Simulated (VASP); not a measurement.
Set up this calculation in VASP 6.6.1, as the native input.

```yaml
Task: single point
Functional: PBE
Potentials_or_basis: VASP PAW PBE potentials, release 64 (Hg, Pt)
Cutoff: 520 eV
k_mesh: 6 × 6 × 6
Occupations: fermi-dirac, width 0.05 eV
Spin: no spin polarisation
Dipole_correction: no
Further_INCAR_settings: ALGO = Fast; EDIFF = 1e-06; NBANDS = 31
```

The structure of Hg3Pt lies in POSCAR:

```
Hg3Pt
1.0
    4.3442210000      0.0000000000      0.0000000000
    0.0000000000      4.3442210000      0.0000000000
    0.0000000000      0.0000000000      4.3442210000
Hg Pt
3 1
Direct
    0.5000000000      0.5000000000      0.0000000000
    0.5000000000      0.0000000000      0.5000000000
    0.0000000000      0.5000000000      0.5000000000
    0.0000000000      0.0000000000      0.0000000000
```

One way to write it, as run:

INCAR

```
PREC = Accurate ; ENCUT = 520
EDIFF = 1E-6 ; ISMEAR = -1
SIGMA = 0.05 ; LREAL = False
LASPH = True ; NELM = 60
ALGO = Fast ; ISIF = 2
LWAVE = False ; LCHARG = False
GGA = PE ; NBANDS = 31
```

KPOINTS

```
Automatic mesh
0
Gamma
  6 6 6
```

Potentials or basis: VASP PAW PBE potentials, release 64 (Hg, Pt).

Command:

```bash
$ cat potpaw_PBE.64/Hg/POTCAR potpaw_PBE.64/Pt/POTCAR > POTCAR
$ mpirun -np 1 vasp_std > vasp.out
```

It gave:

```yaml
Pressure: -0.8 GPa
Band_gap_on_the_k_mesh: zero (bands 23 and 24 overlap by 2.72 eV)
```

Caveat: spin-orbit coupling is left out, which moves the levels of the heavy elements.

Run time: 13 s on 1 thread of Intel(R) Xeon(R) 6975P-C (Granite Rapids), with other jobs on the host, peak memory 0.2 GiB.
